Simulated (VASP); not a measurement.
Zr6GeRu:

```
Zr Ge Ru
1.0
     0.00000    4.04137    4.04137
     4.04137    0.00000    4.04137
     4.04137    4.04137    0.00000
Zr Ge Ru
6 1 1
Direct
  0.50000 0.00000 0.00000
  0.00000 0.50000 0.50000
  0.00000 0.50000 0.00000
  0.50000 0.00000 0.50000
  0.00000 0.00000 0.50000
  0.50000 0.50000 0.00000
  0.00000 0.00000 0.00000
  0.50000 0.50000 0.50000
```

The cell was generated, and may not be a known phase.

| Property | Result |
| --- | --- |
| Program | VASP 6.6.1 |
| Task | relaxation of cell and atoms |
| Functional | PBE |
| Potentials or basis | VASP PAW PBE potentials, release 64 (Zr_sv, Ge_d, Ru_pv) |
| Cutoff | 620 eV |
| k mesh | 4 × 4 × 4 |
| Occupations | gaussian, width 0.2 eV |
| Spin | no spin polarisation |

At the start: pressure 36.0 GPa; volume 16.50 Å³/atom.

**Question.** Where does the relaxation end?

**Answer.** Over 4 steps the energy falls by 370.0 meV/atom and the volume is 20.43 Å³/atom (+23.8 %); space group Fm-3m (No. 225, to 0.1 Å) before and after.

The path:
| step | energy change (eV) | largest force (eV/Å) | pressure (GPa) | volume (Å³) |
| --- | --- | --- | --- | --- |
| 1 | 0.0000 | 0.0000 | 36.01 | 132.01 |
| 2 | 0.9628 | 0.0000 | -18.66 | 216.32 |
| 3 | -2.9513 | 0.0000 | -1.40 | 165.10 |
| 4 | -2.9599 | 0.0000 | -0.28 | 163.46 |

Final structure:
```
Zr Ge Ru
1.0
     0.00000    4.33973    4.33973
     4.33973    0.00000    4.33973
     4.33973    4.33973    0.00000
Zr Ge Ru
6 1 1
Direct
  0.50000 0.00000 0.00000
  0.00000 0.50000 0.50000
  0.00000 0.50000 0.00000
  0.50000 0.00000 0.50000
  0.00000 0.00000 0.50000
  0.50000 0.50000 0.00000
  0.00000 0.00000 0.00000
  0.50000 0.50000 0.50000
```

Caveat: the volume moved by over 15 % at a fixed basis, so the end points are rough.
